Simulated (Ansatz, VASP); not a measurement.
C in VASP and in Ansatz

```
C
1.0
    -1.19835    1.19835    1.19835
     1.19835   -1.19835    1.19835
     1.19835    1.19835   -1.19835
C
1
Direct
  0.00000 0.00000 0.00000
```

Alike in both runs: task single point; functional BLYP; k mesh 20 × 20 × 20; occupations fermi-dirac, width 0.1 eV; no spin polarisation.

|  | VASP | Ansatz |
| --- | --- | --- |
| version | VASP 6.6.1 | Ansatz 0.2.0 |
| potentials or method | VASP PAW PBE potentials, release 64 (C), cutoff 520 eV | plane waves (420 eV) with PAW, scalar-relativistic |
| valence electrons in the cell | 4 | 4 |

VASP gave:

| Item | Value |
| --- | --- |
| pressure (GPa) | 13.2 |

Q: Estimate Ansatz's values.

A: Pressure (GPa): 13.0.

VASP's potentials were made for PBE, not for BLYP.
